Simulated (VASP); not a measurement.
# TaN (P-62m) in VASP: notebook, part 2 of 2

VASP 6.6.1. The steps go on from the part before.

## (5) Single point, RPBE+D3(BJ)

This run uses another cell than the first one, of 10.31 Å³/atom, 0.913 times its volume.

The input, INCAR:

```
SYSTEM = TaN
PREC = Accurate
ENCUT = 600
EDIFF = 1E-6
ISMEAR = -1
SIGMA = 0.05
LREAL = .False.
LASPH = .True.
NELM = 120
ALGO = Normal
ISIF = 2
LWAVE = .False.
LCHARG = .False.
GGA = RP
IVDW = 12
NBANDS = 36
GGA_COMPAT = .False.
```

The input, KPOINTS:

```
regular mesh
0
Gamma
  6 6 9
  0 0 0
```

The input, POSCAR:

```
TaN
1.0
    5.0108713571      0.0000000000      0.0000000000
   -2.5054356786      4.3395418904      0.0000000000
    0.0000000000      0.0000000000      2.8447622650
Ta N
3 3
Direct
    0.0000000000      0.0000000000      0.0000000000
    0.6666666667      0.3333333333      0.5000000000
    0.3333333333      0.6666666667      0.5000000000
    0.0000000000      0.3983749744      0.0000000000
    0.6016250256      0.6016250256      0.0000000000
    0.3983749744      0.0000000000      0.0000000000
```

Potentials or basis: VASP PAW PBE potentials, release 64 (Ta_sv_GW, N).

Command:

```console
cat potpaw_PBE.64/Ta_sv_GW/POTCAR potpaw_PBE.64/N/POTCAR > POTCAR
mpirun -np 1 vasp_std > vasp.out
```

OUTCAR:

```text
SYSTEM = TaN
   PREC = Accurate
   ENCUT = 600
   EDIFF = 1E-6
   ISMEAR = -1
   LREAL = .False.
   LASPH = .True.
   NELM = 120
   ISIF = 2
   GGA = RP
   IVDW = 12
 IVDW          = 12

 ion  position               nearest neighbor table
   1  0.000  0.000  0.000-   6 2.00   5 2.00   4 2.00   3 3.22   2 3.22   2 3.22   3 3.22   2 3.22
                             2 3.22   3 3.22   3 3.22   2 3.22   2 3.22   3 3.22   3 3.22
   2  0.667  0.333  0.500-   4 2.09   4 2.09   6 2.09   6 2.09   5 2.09   5 2.09   3 2.89   3 2.89
[... 1154 lines left out ...]
  -------------------------------------------------------------------------------------
  Total       0.14510     0.14510     0.14095    -0.00000    -0.00000     0.00000
  in kB       3.75819     3.75819     3.65067    -0.00000    -0.00000     0.00000
  external pressure =        3.72 kB  Pullay stress =        0.00 kB

 VOLUME and BASIS-vectors are now :
 -----------------------------------------------------------------------------
  energy-cutoff  :      600.00
  volume of cell :       61.86
      direct lattice vectors                 reciprocal lattice vectors
     5.010871357  0.000000000  0.000000000     0.199566089  0.115219535  0.000000000
    -2.505435679  4.339541890  0.000000000     0.000000000  0.230439071  0.000000000
     0.000000000  0.000000000  2.844762265     0.000000000  0.000000000  0.351523223

 POSITION                                       TOTAL-FORCE (eV/Angst)
 -----------------------------------------------------------------------------------
      0.00000      0.00000      0.00000        -0.000000      0.000000      0.000000
      2.50544      1.44651      1.42238        -0.000000      0.000000      0.000000
     -0.00000      2.89303      1.42238         0.000000     -0.000000      0.000000
     -0.99810      1.72876      0.00000        -0.004837      0.008378      0.000000
      1.50733      2.61078      0.00000        -0.004837     -0.008378      0.000000
      1.99621      0.00000      0.00000         0.009674     -0.000000      0.000000
 -----------------------------------------------------------------------------------
    total drift:                                0.000001      0.000001     -0.000000

  FREE ENERGIE OF THE ION-ELECTRON SYSTEM (eV)
  ---------------------------------------------------
  free  energy   TOTEN  =       -88.3606968579 eV

  energy  without entropy=      -88.3570636782  energy(sigma->0) =      -88.35888027
```

stdout:

```text
POSCAR found type information on POSCAR TaN
 POSCAR found :  2 types and       6 ions
 scaLAPACK will be used
 -----------------------------------------------------------------------------
|                                                                             |
|                                                                             |
|     You enforced a specific xc type in the INCAR file but a different       |
|     I HOPE YOU KNOW WHAT YOU ARE DOING!                                     |
|                                                                             |
 -----------------------------------------------------------------------------

 LDA part: xc-table for (Slater+PW92), standard interpolation
 POSCAR, INCAR and KPOINTS ok, starting setup
 FFT: planning ... GRIDC
 FFT: planning ... GRID_SOFT
 FFT: planning ... GRID
 WAVECAR not read
 entering main loop
```

It took 3.3 min on 1 thread of AMD EPYC 9R45 (Zen 5), shared host; peak memory 0.21 GiB.

Results:

```
Free energy                : -88.3607 eV
Pressure                   : 0.4 GPa
Largest force              : 0.010 eV/Å
Band gap on the k mesh     : zero (band 27 reaches 15.58 eV, above the bottom of band 28 at 12.56 eV)
Dispersion energy per atom : -2.930 eV
```

Forces on the atoms (eV/Å):
```
Ta   0.000  0.000  0.000
Ta   0.000  0.000  0.000
Ta   0.000  0.000  0.000
N   -0.005  0.008  0.000
N   -0.005 -0.008  0.000
N    0.010  0.000  0.000
```

Caveat: the PAW data sets were made with another functional, which shifts forces and pressure a little; spin-orbit coupling is left out, which moves the levels of the heavy elements; pairwise dispersion overbinds metals, which lowers pressure and volume.

## (6) Single point, r2SCAN+U

This run uses another cell than the first one, of 11.34 Å³/atom, 1.005 times its volume.

The input, POSCAR:

```
TaN
1.0
    5.1960000000      0.0000000000      0.0000000000
   -2.5980000000      4.4998679981      0.0000000000
    0.0000000000      0.0000000000      2.9110000000
Ta N
3 3
Direct
    0.0000000000      0.0000000000      0.0000000000
    0.6666666667      0.3333333333      0.5000000000
    0.3333333333      0.6666666667      0.5000000000
    0.0000000000      0.3928500000      0.0000000000
    0.6071500000      0.6071500000      0.0000000000
    0.3928500000      0.0000000000      0.0000000000
```

The input, INCAR.step1:

```
SYSTEM = TaN
ALGO = Normal
EDIFF = 1E-4
ENCUT = 520
GGA = PE
ISMEAR = -1
LASPH = .True.
LCHARG = .False.
LDAU = .True.
LDAUJ = 0 0
LDAUL = 2 -1
LDAUTYPE = 2
LDAUU = 7 0
LMAXMIX = 4
LREAL = .False.
LWAVE = .True.
NBANDS = 33
NELM = 150
PREC = Accurate
SIGMA = 0.05
```

The input, INCAR.step2:

```
SYSTEM = TaN
ALGO = Normal
EDIFF = 1E-6
ENCUT = 520
ISIF = 2
ISMEAR = -1
ISTART = 1
LASPH = .True.
LCHARG = .False.
LDAU = .True.
LDAUJ = 0 0
LDAUL = 2 -1
LDAUPRINT = 1
LDAUTYPE = 2
LDAUU = 7 0
LMAXMIX = 4
LMIXTAU = .True.
LREAL = .False.
LWAVE = .False.
METAGGA = R2SCAN
NBANDS = 33
NELM = 150
PREC = Accurate
SIGMA = 0.05
```

The input, KPOINTS:

```
k-points
0
Gamma
  5 5 8
  0 0 0
```

Potentials or basis: VASP PAW PBE potentials, release 64 (Ta_pv, N).

Command:

```console
cat potpaw_PBE.64/Ta_pv/POTCAR potpaw_PBE.64/N/POTCAR > POTCAR
cp INCAR.step1 INCAR
mpirun -np 1 vasp_std > vasp.out
cp INCAR.step2 INCAR
mpirun -np 1 vasp_std > vasp.out
```

OUTCAR:

```text
SYSTEM = TaN
   EDIFF = 1E-6
   ENCUT = 520
   ISIF = 2
   ISMEAR = -1
   ISTART = 1
   LASPH = .True.
   LREAL = .False.
   METAGGA = R2SCAN
   NELM = 150
   PREC = Accurate

 ion  position               nearest neighbor table
   1  0.000  0.000  0.000-   6 2.04   5 2.04   4 2.04   3 3.33   2 3.33   2 3.33   3 3.33   2 3.33
                             2 3.33   3 3.33   3 3.33   2 3.33   2 3.33   3 3.33   3 3.33
   2  0.667  0.333  0.500-   4 2.16   4 2.16   6 2.16   6 2.16   5 2.16   5 2.16   3 3.00   3 3.00
                             3 3.00   1 3.33   1 3.33   1 3.33   1 3.33   1 3.33   1 3.33
   3  0.333  0.667  0.500-   6 2.16   6 2.16   4 2.16   4 2.16   5 2.16   5 2.16   2 3.00   2 3.00
                             2 3.00   1 3.33   1 3.33   1 3.33   1 3.33   1 3.33   1 3.33
   4  0.000  0.393  0.000-   1 2.04   2 2.16   2 2.16   3 2.16   3 2.16
   5  0.607  0.607  0.000-   1 2.04   3 2.16   3 2.16   2 2.16   2 2.16
   6  0.393  0.000  0.000-   1 2.04   3 2.16   3 2.16   2 2.16   2 2.16

  LATTYP: Found a hexagonal cell.
 ALAT       =     5.1960000000
 C/A-ratio  =     0.5602386451

  Lattice vectors:

 A1 = (   5.1960000000,   0.0000000000,   0.0000000000)
 A2 = (  -2.5980000000,   4.4998679981,   0.0000000000)
 A3 = (   0.0000000000,   0.0000000000,   2.9110000000)

Analysis of symmetry for initial positions (statically):
[... 287 lines left out ...]
 fundamental gap:      0.1807585479
 Fermi energy:         9.2890346833

 k-point     1 :       0.0000    0.0000    0.0000
  band No.  band energies     occupation
      1     -29.9275      2.00000
      2     -29.9275      2.00000
      3     -29.5748      2.00000
      4     -29.5748      2.00000
      5     -29.3822      2.00000
      6     -29.2780      2.00000
[... 853 lines left out ...]
     32      14.5317      0.00000
     33      14.9894      0.00000

 [... further k-points ...]
[... 5 lines left out ...]
  --------------------------------------------------------------------------------------
  -------------------------------------------------------------------------------------
  Total        9.8907325      9.8907325     11.3026304     -0.0000000      0.0000000      0.0000000
  in kB      232.8240904    232.8240904    266.0596330     -0.0000000      0.0000000      0.0000000
  external PRESSURE =     243.9026046 kB  Pullay stress =       0.0000000 kB

 VOLUME and BASIS-vectors are now :
 -----------------------------------------------------------------------------
  energy-cutoff  :      520.00
  volume of cell :       68.06
      direct lattice vectors                 reciprocal lattice vectors
     5.196000000  0.000000000  0.000000000     0.192455735  0.111114371  0.000000000
    -2.598000000  4.499867998  0.000000000     0.000000000  0.222228741  0.000000000
     0.000000000  0.000000000  2.911000000     0.000000000  0.000000000  0.343524562

 POSITION                                       TOTAL-FORCE (eV/Angst)
 -----------------------------------------------------------------------------------
      0.00000      0.00000      0.00000         0.000000     -0.000000      0.000000
      2.59800      1.49996      1.45550         0.000000     -0.000000      0.000000
     -0.00000      2.99991      1.45550         0.000000     -0.000000      0.000000
     -1.02062      1.76777      0.00000        -0.184310      0.319235     -0.000000
      1.57738      2.73209      0.00000        -0.184310     -0.319235      0.000000
      2.04125      0.00000      0.00000         0.368621     -0.000000     -0.000000
 -----------------------------------------------------------------------------------
    total drift:                                0.000002      0.000004      0.000000

  FREE ENERGIE OF THE ION-ELECTRON SYSTEM (eV)
  ---------------------------------------------------
  free  energy   TOTEN  =      -162.8600764918 eV

  energy  without entropy=     -162.8521856933  energy(sigma->0) =     -162.85613109
```

OUTCAR.step1:

```text
SYSTEM = TaN
   EDIFF = 1E-4
   ENCUT = 520
   GGA = PE
   ISMEAR = -1
   LASPH = .True.
   LREAL = .False.
   NELM = 150
[... 1105 lines left out ...]
     -1.02062      1.76777      0.00000        -0.221319      0.383335      0.000000
      1.57738      2.73209      0.00000        -0.221319     -0.383335     -0.000000
      2.04125      0.00000      0.00000         0.442638      0.000000     -0.000000
 -----------------------------------------------------------------------------------
    total drift:                               -0.000002     -0.000003      0.000000

  FREE ENERGIE OF THE ION-ELECTRON SYSTEM (eV)
  ---------------------------------------------------
  free  energy   TOTEN  =       -48.9744189277 eV

  energy  without entropy=      -48.9663559801  energy(sigma->0) =      -48.97038745
```

OSZICAR.step1:

```text
N       E                     dE             d eps       ncg     rms          rms(c)
DAV:   1     0.463524521885E+03    0.46352E+03   -0.25994E+04  1650   0.152E+03
DAV:   2    -0.340680929909E+02   -0.49759E+03   -0.47642E+03  1959   0.448E+02
DAV:   3    -0.613422642256E+02   -0.27274E+02   -0.26885E+02  2047   0.102E+02
DAV:   4    -0.617911887819E+02   -0.44892E+00   -0.44682E+00  2028   0.133E+01
DAV:   5    -0.618004845175E+02   -0.92957E-02   -0.92854E-02  2139   0.154E+00    0.420E+01
DAV:   6    -0.491784608355E+02    0.12622E+02   -0.54305E+01  2021   0.419E+01    0.168E+01
DAV:   7    -0.490689811658E+02    0.10948E+00   -0.29205E+00  2099   0.914E+00    0.874E+00
DAV:   8    -0.489867133782E+02    0.82268E-01   -0.64323E-01  1960   0.443E+00    0.101E+00
DAV:   9    -0.489705247623E+02    0.16189E-01   -0.70877E-02  2090   0.155E+00    0.411E-01
DAV:  10    -0.489732947810E+02   -0.27700E-02   -0.10928E-02  2185   0.578E-01    0.220E-01
DAV:  11    -0.489743045208E+02   -0.10097E-02   -0.39485E-03  2091   0.381E-01    0.744E-02
DAV:  12    -0.489744113733E+02   -0.10685E-03   -0.66460E-04  1884   0.142E-01    0.377E-02
DAV:  13    -0.489744189277E+02   -0.75543E-05   -0.74900E-05  1351   0.568E-02
   1 F= -.48974419E+02 E0= -.48970387E+02  d E =-.806295E-02
```

It took 92 s on 1 thread of Intel Xeon 6975P-C (Granite Rapids), shared host; peak memory 0.22 GiB.

Results:

| Item | Value |
| --- | --- |
| Free energy | -162.8601 eV |
| Pressure | 24.4 GPa |
| Largest force | 0.369 eV/Å |
| Band gap on the k mesh | zero (band 24 reaches 10.85 eV, above the bottom of band 25 at 7.86 eV) |

Forces on the atoms (eV/Å):
```
Ta   0.000  0.000  0.000
Ta   0.000  0.000  0.000
Ta   0.000  0.000  0.000
N   -0.184  0.319  0.000
N   -0.184 -0.319  0.000
N    0.369  0.000  0.000
```

Levels at points of the mesh, in eV from the Fermi level:
```
           k point  band 20  band 21  band 22  band 23  band 24  band 25  band 26  band 27  band 28  band 29
(0.00, 0.00, 0.00)    -5.53    -5.07    -4.14    -2.28    -0.92    -0.92     1.24     1.24     1.80     2.17
(0.00, 0.00, 0.50)    -5.00    -5.00    -3.04    -3.04     1.56     2.40     2.40     2.52     2.52     3.62
```

Eigenvalues of the final occupation matrices:
```tsv
site	spin	trace	eigenvalues
site 1 d	1	1.09	0.16 0.16 0.21 0.21 0.33
site 1 d	2	1.09	0.16 0.16 0.21 0.21 0.33
site 2 d	1	1.07	0.19 0.19 0.21 0.21 0.27
site 2 d	2	1.07	0.19 0.19 0.21 0.21 0.27
site 3 d	1	1.07	0.19 0.19 0.21 0.21 0.27
site 3 d	2	1.07	0.19 0.19 0.21 0.21 0.27
```

Caveat: the PAW data sets were made with another functional, which shifts forces and pressure a little; spin-orbit coupling is left out, which moves the levels of the heavy elements; U without spin polarisation on a metal has little footing.

## (7) The runs side by side

```tsv
level	potentials or basis	U	cell	k mesh	cutoff (eV)	second run	gap on the mesh (eV)	pressure (GPa)	largest force (eV/Å)
PBE+D3(BJ)	VASP PAW PBE potentials, release 64 (Ta_pv, N)	-	a = 5.189, b = 5.189, c = 2.904 Å, angles 90.0, 90.0, 120.0°, 6 atoms	6 × 6 × 9	520	-	none	0.7	0.01
revPBE+D4	VASP PAW PBE potentials, release 64 (Ta_pv, N)	-	a = 5.194, b = 5.194, c = 2.905 Å, angles 90.0, 90.0, 120.0°, 6 atoms	6 × 6 × 9	520	-	none	0.7	0.01
BLYP	VASP PAW PBE potentials, release 64 (Ta_pv, N)	-	a = 5.295, b = 5.295, c = 2.946 Å, angles 90.0, 90.0, 120.0°, 6 atoms	6 × 6 × 9	520	-	none	1.7	0.02
RPBE+D3(BJ)	VASP PAW PBE potentials, release 64 (Ta_sv_GW, N)	-	a = 5.011, b = 5.011, c = 2.845 Å, angles 90.0, 90.0, 120.0°, 6 atoms	6 × 6 × 9	600	valence_matched	none	0.4	0.01
r2SCAN+U	VASP PAW PBE potentials, release 64 (Ta_pv, N)	Ta d U = 7.0 eV	a = 5.196, b = 5.196, c = 2.911 Å, angles 90.0, 90.0, 120.0°, 6 atoms	5 × 5 × 8	520	-	none	24.4	0.37
```

Alike in all rows: task single point; no spin polarisation; smearing fermi-dirac 0.05 eV.

Caveats: spin-orbit coupling is left out, which moves the levels of the heavy elements; the PAW data sets were made with another functional, which shifts forces and pressure a little (some runs); pairwise dispersion overbinds metals, which lowers pressure and volume (some runs); U without spin polarisation on a metal has little footing (some runs).

Total energies depend on the potentials used, so only differences within one code and one set of settings carry meaning.
